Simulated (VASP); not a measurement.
A run of VASP 6.6.1:

Contents of POSCAR:

```
Rh
1.0
    2.6619595818      0.0000000000      0.0000000000
   -1.3309797909      2.3053246216      0.0000000000
    0.0000000000      0.0000000000      8.8322613643
Rh
4
Direct
    0.0000000000      0.0000000000      0.0000000000
    0.3333333333      0.6666666667      0.2500000000
    0.0000000000      0.0000000000      0.5000000000
    0.6666666667      0.3333333333      0.7500000000
```

The input INCAR.step1:

```
SYSTEM = Rh
ALGO = Normal
EDIFF = 1E-5
ENCUT = 550
GGA = PE
GGA_COMPAT = .False.
ISMEAR = 0
LASPH = .True.
LCHARG = .False.
LREAL = .False.
LWAVE = .True.
NBANDS = 38
NELM = 120
PREC = Accurate
SIGMA = 0.1
```

The input INCAR.step2:

```
SYSTEM = Rh
ALGO = Normal
EDIFF = 1E-6
ENCUT = 550
GGA_COMPAT = .False.
ISIF = 2
ISMEAR = 0
ISTART = 1
LASPH = .True.
LCHARG = .False.
LMIXTAU = .True.
LREAL = .False.
LWAVE = .False.
METAGGA = R2SCAN
NBANDS = 38
NELM = 120
PREC = Accurate
SIGMA = 0.1
```

Contents of KPOINTS:

```
k-points
0
Gamma
  24 24 6
  0 0 0
```

Potentials or basis: VASP PAW PBE potentials, release 64 (Rh_pv).

Run with:

```console
$ cat potpaw_PBE.64/Rh_pv/POTCAR > POTCAR
$ cp INCAR.step1 INCAR
$ mpirun -np 1 vasp_std > vasp.out
$ cp INCAR.step2 INCAR
$ mpirun -np 1 vasp_std > vasp.out
```

Hardware: 1 thread of Oxide Virtual Turin-like Processor, with other jobs on the host.

Problem. Estimate the wall time of this run.

Solution. Run time: 55 min on 1 thread of Oxide Virtual Turin-like Processor, on a shared host, peak memory 0.42 GiB. Counts: k points 244.
